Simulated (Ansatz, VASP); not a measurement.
# HgTe in VASP and in Ansatz

```
Hg Te
1.0
     0.00000    3.28916    3.28916
     3.28916    0.00000    3.28916
     3.28916    3.28916    0.00000
Hg Te
1 1
Direct
  0.00000 0.00000 0.00000
  0.25000 0.25000 0.25000
```

Alike in both runs: task single point; functional HSE06; k mesh 4 × 4 × 4; occupations fermi-dirac, width 0.02 eV; no spin polarisation.

```csv
,VASP,Ansatz
version,VASP 6.6.1,Ansatz 0.2.0
potentials or method,"VASP PAW PBE potentials, release 64 (Hg, Te)","plane waves, PAW"
plane-wave cutoff (eV),520,420
valence electrons in the cell,18,36
```

|  | VASP | Ansatz | Ansatz less VASP |
| --- | --- | --- | --- |
| pressure (GPa) | 0.1 | 0.1 | +0.05 |

VASP's potentials hold 18 valence electrons a cell and Ansatz's 36, so a difference there can come from the potentials and not from the codes. Ansatz's warnings: filled band counts differ across k points, stress exchange threshold loose, stress scf threshold loose.

The k mesh is coarse, so the values compare programs but aren't converged. Spin-orbit coupling is off throughout.
